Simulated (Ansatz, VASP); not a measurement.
# Two plane-wave programs on P

File INCAR:

```
PREC = Accurate
ENCUT = 520
EDIFF = 1E-6
ISMEAR = -1
SIGMA = 0.05
LREAL = False
LASPH = True
NELM = 80
ALGO = Normal
ISIF = 2
LWAVE = False
LCHARG = False
NBANDS = 18
```

Contents of KPOINTS:

```
regular mesh
0
Gamma
  11 11 8
```

POSCAR

```
P
1.0
    1.6761948657     -5.0390752980      0.0000000000
    1.6761948657      5.0390752980      0.0000000000
    0.0000000000      0.0000000000      4.0387457901
P
4
Direct
    0.1075544155      0.8924455845      0.9323210340
    0.6075544155      0.3924455845      0.5676789660
    0.8924455845      0.1075544155      0.0676789660
    0.3924455845      0.6075544155      0.4323210340
```

Input for Ansatz:

```yaml
crystal:
  lattice:
    - [1.6761948657, -5.039075298, 0.0]
    - [1.6761948657, 5.039075298, 0.0]
    - [0.0, 0.0, 4.0387457901]
  atoms:
    - { symbol: P, position: [0.1075544155, 0.8924455845, 0.932321034] }
    - { symbol: P, position: [0.6075544155, 0.3924455845, 0.567678966] }
    - { symbol: P, position: [0.8924455845, 0.1075544155, 0.067678966] }
    - { symbol: P, position: [0.3924455845, 0.6075544155, 0.432321034] }
hamiltonian:
  xc: lda
  pseudopotentials:
    kind: paw
    azcp:
      P: "pseudopotentials/P.paw.azcp"
basis:
  ecutwfc: 420
  fft_grid_basis: typed
kpoints:
  mp_grid: { grid: [11, 11, 8], shift: [0, 0, 0] }
magnetization:
  spin_polarized: false
scf:
  occupations: { method: fermi_dirac, width: 0.05 }
  lower_state_search: "off"
output:
  stress: true
```

Alike in both runs: task single point; functional LDA; k mesh 11 × 11 × 8; occupations fermi-dirac, width 0.05 eV; no spin polarisation.

|  | VASP | Ansatz |
| --- | --- | --- |
| version | VASP 6.6.1 | Ansatz 0.2.0 |
| potentials or method | VASP PAW LDA potentials, release 64 (P), cutoff 520 eV | plane waves (420 eV) with PAW, scalar-relativistic |
| valence electrons in the cell | 20 | 20 |

Ansatz gave:

- pressure (GPa): -0.2
- traceless stress, the component that is largest in VASP (GPa): -1.10

Problem. What did VASP give for the same quantities?

Solution. Pressure (GPa): -0.4; traceless stress, the component that is largest in VASP (GPa): -1.09.

Ansatz warns that its potentials were made for another functional, while VASP's fit it. LDA's correlation is that of Perdew and Zunger in VASP and of Perdew and Wang (1992) in Ansatz.
